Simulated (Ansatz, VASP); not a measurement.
# Two plane-wave programs on BN

File INCAR:

```
PREC = Accurate ; ENCUT = 600
EDIFF = 1E-6 ; ISMEAR = 0
SIGMA = 0.1 ; LREAL = False
LASPH = True ; NELM = 200
ALGO = Normal ; ISIF = 2
LWAVE = False ; LCHARG = False
LDAU = True ; LDAUTYPE = 2
LDAUL = -1 1 ; LDAUU = 0 4.9
LDAUJ = 0 0 ; LDAUPRINT = 1
GGA = PE ; NBANDS = 16
GGA_COMPAT = False
```

The input KPOINTS:

```
Automatic mesh
0
Gamma
  6 6 4
```

File POSCAR:

```
BN
1.0
    2.5539396017      0.0000000000      0.0000000000
   -1.2769698009      2.2117765748      0.0000000000
    0.0000000000      0.0000000000      4.2268550000
B N
2 2
Direct
    0.6666666667      0.3333333333      0.9997240000
    0.3333333333      0.6666666667      0.4997240000
    0.6666666667      0.3333333333      0.6252760000
    0.3333333333      0.6666666667      0.1252760000
```

Input for Ansatz:

```yaml
crystal:
  lattice:
    - [2.5539396017, 0.0, 0.0]
    - [-1.2769698009, 2.2117765748, 0.0]
    - [0.0, 0.0, 4.226855]
  atoms:
    - { symbol: B, position: [0.6666666667, 0.3333333333, 0.999724] }
    - { symbol: B, position: [0.3333333333, 0.6666666667, 0.499724] }
    - { symbol: "N", position: [0.6666666667, 0.3333333333, 0.625276] }
    - { symbol: "N", position: [0.3333333333, 0.6666666667, 0.125276] }
basis:
  ecutwfc: 420
kpoints:
  mp_grid: { grid: [6, 6, 4] }
hamiltonian:
  xc: pbe
  hubbard: { sites: [{ species: "N", l: p, u_eff: 4.9 }] }
scf:
  occupations: { method: gaussian }
  max_iter: 20
output:
  forces: true
  stress: true
  eigenvalues: true
```

Alike in both runs: task single point; functional PBE; k mesh 6 × 6 × 4; no spin polarisation; Hubbard terms N p U = 4.9 eV.

|  | VASP | Ansatz |
| --- | --- | --- |
| version | VASP 6.6.1 | Ansatz 0.2.0 |
| potentials or method | VASP PAW PBE potentials, release 64 (B, N), cutoff 600 eV | scalar-relativistic, plane waves, PAW |
| occupations | gaussian, width 0.1 eV | gaussian |
| valence electrons in the cell | 16 | 16 |

```tsv
	VASP	Ansatz	Ansatz less VASP
gap on the k mesh at the Fermi level (eV)	5.13	5.65	+0.520
least direct gap on the mesh (eV)	8.19	8.81	+0.628
pressure (GPa)	2.2	-4.2	-6.44
traceless stress, the component that is largest in VASP (GPa)	-0.29	-1.38	-1.085
rms of the force components (eV/Å)	0.010	0.023	+0.0132
```

The programs project onto different local orbitals, so the same U acts differently, and such runs can settle in different states. Atom by atom the forces differ by 0.013 eV/Å (rms over components).

The k mesh is coarse, so the values compare programs but aren't converged.
